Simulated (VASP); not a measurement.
Here is a VASP 6.6.1 calculation.

File INCAR:

```
  PREC = Accurate
  ENCUT = 520
  EDIFF = 1E-7
  ISMEAR = 0
  SIGMA = 0.1
  LREAL = F
  LASPH = T
  NELM = 60
  ALGO = Fast
  ISIF = 2
  LWAVE = F
  LCHARG = F
  GGA = PS
  NBANDS = 27
```

File KPOINTS:

```
Automatic mesh
0
Gamma
  6 6 6
```

File POSCAR:

```
TiAl2
1.0
    1.9485350698     -6.0263327018     -0.0000233658
    1.9486293031      6.0263635491      0.0000412370
    0.0000181980      0.0000215345      3.9770130008
Ti Al
2 4
Direct
    0.6476103103      0.3463232317     -0.0131169174
    0.3348852768      0.6590301590     -0.0131068525
   -0.0087522483      0.0026766163     -0.0131116570
    0.8184720048      0.1754502726      0.4868939119
    0.1640241644      0.8299030408      0.4868824303
    0.4912466752      0.5026757781      0.4868878680
```

Potentials or basis: VASP PAW PBE potentials, release 64 (Ti_sv, Al).

Command:

```console
$ cat potpaw_PBE.64/Ti_sv/POTCAR potpaw_PBE.64/Al/POTCAR > POTCAR
$ mpirun -np 1 vasp_std > vasp.out
```

Task: What does it give for the pressure?

Result: 0.1 GPa.

Task: Estimate the largest force.

Result: 0.010 eV/Å.

Task: Estimate the band gap on the k mesh.

Result: Zero (bands 18 and 19 overlap by 1.46 eV).

Forces on the atoms (eV/Å):
```
Ti   0.000 -0.010  0.000
Ti   0.000  0.010  0.000
Al   0.000  0.000  0.000
Al   0.000 -0.002  0.000
Al   0.000  0.002  0.000
Al   0.000  0.000  0.000
```

Caveat: the PAW data sets were made with another functional, which shifts forces and pressure a little.
